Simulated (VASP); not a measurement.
Set up this calculation in VASP 6.6.1, as the native input.

```yaml
Task: single point
Functional: PBE
Potentials_or_basis: VASP PAW PBE potentials, release 64 (Hf_pv, H)
Cutoff: 520 eV
k_mesh: 9 × 9 × 1
Occupations: gaussian, width 0.1 eV
Spin: no spin polarisation
Dipole_correction: yes
Further_INCAR_settings: ALGO = Normal; EDIFF = 1e-06; NBANDS = 24
```

The structure of Hf3H lies in POSCAR:

```
Hf3H
1.0
    3.0697355021      0.0000000000      0.0000000000
   -1.0232451674      2.8941743867      0.0000000000
    0.0000000000      0.0000000000     20.2814081478
Hf H
3 1
Direct
    0.5000000000      0.5000000000      0.1972249644
    0.0000000000      0.0000000000      0.3153436029
    0.5000000000      0.5000000000      0.4329782273
    0.6666666667      1.1666666667      0.5017266500
```

One way to write it, as run:

INCAR

```
SYSTEM = Hf3H
ALGO = Normal ; DIPOL = 0.5 0.5 0.362
EDIFF = 1E-6 ; ENCUT = 520
GGA = PE ; IDIPOL = 3
ISIF = 2 ; ISMEAR = 0
LASPH = .True. ; LCHARG = .False.
LDIPOL = .True. ; LREAL = .False.
LWAVE = .False. ; NBANDS = 24
NELM = 60 ; PREC = Accurate
SIGMA = 0.1
```

KPOINTS

```
k-points
0
Gamma
  9 9 1
  0 0 0
```

Potentials or basis: VASP PAW PBE potentials, release 64 (Hf_pv, H).

Run with:

```bash
$ cat potpaw_PBE.64/Hf_pv/POTCAR potpaw_PBE.64/H/POTCAR > POTCAR
$ mpirun -np 1 vasp_std > vasp.out
```

It gave:

```
Largest force : 1.224 eV/Å
```

Wall time 17 min on 1 thread of AMD EPYC 7R13, with other jobs on the host, peak memory 0.35 GiB.
